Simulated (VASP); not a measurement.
A run of VASP 6.6.1 is set up as follows.

The input INCAR:

```
SYSTEM = Si2Mo
PREC     = Accurate       ! precision mode
ENCUT    = 500            ! plane-wave cutoff, eV
EDIFF    = 1E-6           ! SCF threshold, eV
ISMEAR   = -1             ! smearing method
SIGMA    = 0.01           ! smearing width, eV
LREAL    = .False.        ! projectors in reciprocal space
LASPH    = .True.         ! aspherical terms in the spheres
NELM     = 200            ! most SCF steps
ALGO     = Normal         ! electronic algorithm
ISIF     = 2              ! what is computed and relaxed
LWAVE    = .False.        ! write WAVECAR
LCHARG   = .False.        ! write CHGCAR
LMAXMIX  = 4              ! l up to which the mixer works
LDAU     = .True.         ! DFT+U
LDAUTYPE = 2            
LDAUL    = 2 -1           ! shell
LDAUU    = 4 0            ! U, eV
LDAUJ    = 0 0          
LDAUPRINT= 1            
GGA      = RE             ! functional
NBANDS   = 18             ! bands
GGA_COMPAT= .False.
```

Contents of KPOINTS:

```
regular mesh
0
Gamma
  12 12 12
  0 0 0
```

The input POSCAR:

```
Si2Mo
1.0
   -1.5783757300      1.5783757300      3.8773786250
    1.5783757300     -1.5783757300      3.8773786250
    1.5783757300      1.5783757300     -3.8773786250
Mo Si
1 2
Direct
    0.0000000000      0.0000000000      0.0000000000
    0.6670000000      0.6670000000      0.0000000000
    0.3330000000      0.3330000000      0.0000000000
```

Potentials or basis: VASP PAW PBE potentials, release 64 (Mo_sv, Si).

Run with:

```console
$ cat potpaw_PBE.64/Mo_sv/POTCAR potpaw_PBE.64/Si/POTCAR > POTCAR
$ mpirun -np 1 vasp_std > vasp.out
```

(1) What does it give for the pressure?

(2) Predict the largest force.

(3) Estimate the band gap on the k mesh.

## Answers

(1) 16.5 GPa.

(2) 0.351 eV/Å.

(3) zero (bands 11 and 12 overlap by 0.91 eV).

Caveat: the cell stands under pressure; the PAW data sets were made with another functional, which shifts forces and pressure a little; U without spin polarisation on a metal has little footing; the U is typed as a test and isn't derived for this compound.
